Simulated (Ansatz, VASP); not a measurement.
One calculation of Rb, two programs

The input POSCAR:

```
Rb
1.0
   -2.8677202310      2.8677202310      2.8677202310
    2.8677202310     -2.8677202310      2.8677202310
    2.8677202310      2.8677202310     -2.8677202310
Rb
1
Direct
    0.0000000000      0.0000000000      0.0000000000
```

File INCAR.step1:

```
SYSTEM = Rb
ALGO = Normal
EDIFF = 1E-4
ENCUT = 520
GGA = PE
ISMEAR = 1
LASPH = .True.
LCHARG = .False.
LREAL = .False.
LWAVE = .True.
NBANDS = 10
NELM = 100
PREC = Accurate
SIGMA = 0.3
```

The input INCAR.step2:

```
SYSTEM = Rb
ALGO = Normal
EDIFF = 1E-6
ENCUT = 520
ISIF = 2
ISMEAR = 1
ISTART = 1
LASPH = .True.
LCHARG = .True.
LELF = .True.
LMIXTAU = .True.
LREAL = .False.
LVHAR = .True.
LWAVE = .False.
METAGGA = R2SCAN
NBANDS = 10
NELM = 100
PREC = Accurate
SIGMA = 0.3
```

File KPOINTS:

```
k-points
0
Gamma
  8 8 8
  0 0 0
```

Input for Ansatz:

```yaml
crystal:
  lattice:
    - [-2.867720231, 2.867720231, 2.867720231]
    - [2.867720231, -2.867720231, 2.867720231]
    - [2.867720231, 2.867720231, -2.867720231]
  atoms:
    - { symbol: Rb, position: [0.0, 0.0, 0.0] }
hamiltonian:
  xc: r2scan
  pseudopotentials:
    kind: paw
    azcp:
      Rb: "pseudopotentials/Rb.paw.azcp"
basis:
  ecutwfc: 500
  fft_grid_basis: typed
kpoints:
  mp_grid: { grid: [8, 8, 8], shift: [0, 0, 0] }
magnetization:
  spin_polarized: false
scf:
  occupations: { method: cold, width: 0.3 }
  lower_state_search: "off"
output:
  stress: true
```

Alike in both runs: task single point; functional r2SCAN; k mesh 8 × 8 × 8; no spin polarisation.

|  | VASP | Ansatz |
| --- | --- | --- |
| version | VASP 6.6.1 | Ansatz 0.2.0 |
| potentials or method | VASP PAW PBE potentials, release 64 (Rb_sv), cutoff 520 eV | plane waves (500 eV) with PAW, scalar-relativistic |
| occupations | methfessel-paxton of order 1, width 0.3 eV | cold, width 0.3 eV |
| valence electrons in the cell | 9 | 9 |

|  | VASP | Ansatz | Ansatz less VASP |
| --- | --- | --- | --- |
| pressure (GPa) | 0.0 | 0.0 | -0.01 |

VASP's potentials were made for PBE, not for r2SCAN.
